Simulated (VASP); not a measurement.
A run of VASP 6.6.1:

The input INCAR:

```
SYSTEM = CdS
  ALGO = Normal
  EDIFF = 1E-6
  ENCUT = 520
  GGA = PE
  ISIF = 2
  ISMEAR = 0
  LASPH = .TRUE.
  LCHARG = .TRUE.
  LELF = .TRUE.
  LREAL = .FALSE.
  LVHAR = .TRUE.
  LWAVE = .FALSE.
  NBANDS = 16
  NELM = 80
  PREC = Accurate
  SIGMA = 0.05
```

Contents of KPOINTS:

```
k-points
0
G
  8 8 8
  0 0 0
```

File POSCAR:

```
CdS
1.0
   -0.0873000000      2.9100000000      2.9100000000
    2.8227000000      0.0000000000      2.8227000000
    2.9100000000      2.9100000000     -0.0873000000
Cd S
1 1
Direct
    0.0000000000      0.0000000000      0.0000000000
    0.7500000000      0.7500000000      0.7500000000
```

Potentials or basis: VASP PAW PBE potentials, release 64 (Cd, S).

Command:

```sh
$ cat potpaw_PBE.64/Cd/POTCAR potpaw_PBE.64/S/POTCAR > POTCAR
$ mpirun -np 1 vasp_std > vasp.out
```

Hardware: 1 thread of Intel(R) Xeon(R) Platinum 8488C (Sapphire Rapids), on a shared host.

**Question.** Estimate the wall time of this run.

**Answer.** Wall time 60 s on 1 thread of Intel(R) Xeon(R) Platinum 8488C (Sapphire Rapids), on a shared host, peak memory 0.22 GiB. Counts: scf iterations 14, k points 95.
